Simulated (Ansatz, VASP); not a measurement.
# Ir in VASP and in Ansatz

INCAR

```
PREC = Accurate
ENCUT = 400
EDIFF = 1E-8
ISMEAR = -1
SIGMA = 0.05
LREAL = False
LASPH = True
NELM = 120
ALGO = Normal
ISIF = 2
LWAVE = False
LCHARG = False
GGA = PS
LEFG = True
NBANDS = 10
GGA_COMPAT = False
```

KPOINTS

```
regular mesh
0
Gamma
  15 15 15
```

The input POSCAR:

```
Ir
1.0
    0.0000000000      1.8808448178      1.8808448178
    1.8808448178      0.0000000000      1.8808448178
    1.8808448178      1.8808448178      0.0000000000
Ir
1
Direct
    0.0000000000      0.0000000000      0.0000000000
```

Input for Ansatz:

```yaml
crystal:
  lattice:
    - [0.0, 1.8808448178, 1.8808448178]
    - [1.8808448178, 0.0, 1.8808448178]
    - [1.8808448178, 1.8808448178, 0.0]
  atoms:
    - { symbol: Ir, position: [0.0, 0.0, 0.0] }
kpoints:
  mp_grid: { grid: [15, 15, 15] }
scf:
  occupations: { method: fermi_dirac, width: 0.05 }
hamiltonian:
  xc: pbesol
  pseudopotentials: { kind: paw }
output:
  forces: true
  stress: true
  eigenvalues: true
  efg: { contact_densities: true }
  write_density: true
  write_potential: true
  elf: true
  volumetric_format: npy
```

Change from the starting cell: volume scaled by 0.9405, PAW files.

Alike in both runs: task electric field gradients; functional PBEsol; k mesh 15 × 15 × 15; occupations fermi-dirac, width 0.05 eV; no spin polarisation.

|  | VASP | Ansatz |
| --- | --- | --- |
| version | VASP 6.6.1 | Ansatz 0.2.0 |
| potentials or method | VASP PAW PBE potentials, release 64 (Ir) | PAW with Ansatz's default frozen-core files, scalar-relativistic |
| plane-wave cutoff (eV) | 400 | 420 |
| valence electrons in the cell | 9 | 17 |

|  | VASP | Ansatz | Ansatz less VASP |
| --- | --- | --- | --- |
| pressure (GPa) | 25.5 | 23.9 | -1.57 |

VASP's potentials were made for PBE, not for PBEsol. VASP's potentials hold 9 valence electrons a cell and Ansatz's 17, so a difference there can come from the potentials and not from the codes.

Spin-orbit coupling is off throughout.
